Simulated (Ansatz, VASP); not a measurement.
**CuI in VASP and in Ansatz**

```xyz
2
Lattice="0.0000 3.0315 3.0315 3.0315 0.0000 3.0315 3.0315 3.0315 0.0000" Properties=species:S:1:pos:R:3 pbc="T T T"
Cu    4.5473    4.5473    4.5473
I     0.0000    0.0000    0.0000
```

Alike in both runs: task electric field gradients; functional PBE; k mesh 9 × 9 × 9; occupations fermi-dirac, width 0.03 eV; no spin polarisation.

|  | VASP | Ansatz |
| --- | --- | --- |
| version | VASP 6.6.1 | Ansatz 0.2.0 |
| potentials or method | VASP PAW PBE potentials, release 64 (Cu, I), cutoff 520 eV | PAW with Ansatz's default frozen-core files, scalar-relativistic |
| valence electrons in the cell | 18 | 36 |

```csv
,VASP,Ansatz,Ansatz less VASP
gap on the k mesh at the Fermi level (eV),1.14,1.12,-0.021
pressure (GPa),0.4,0.3,-0.04
```

With one functional, cell and mesh, what is left measures potentials, basis and numerics. VASP's potentials hold 18 valence electrons a cell and Ansatz's 36, so a difference there can come from the potentials and not from the codes.

Spin-orbit coupling is off throughout.
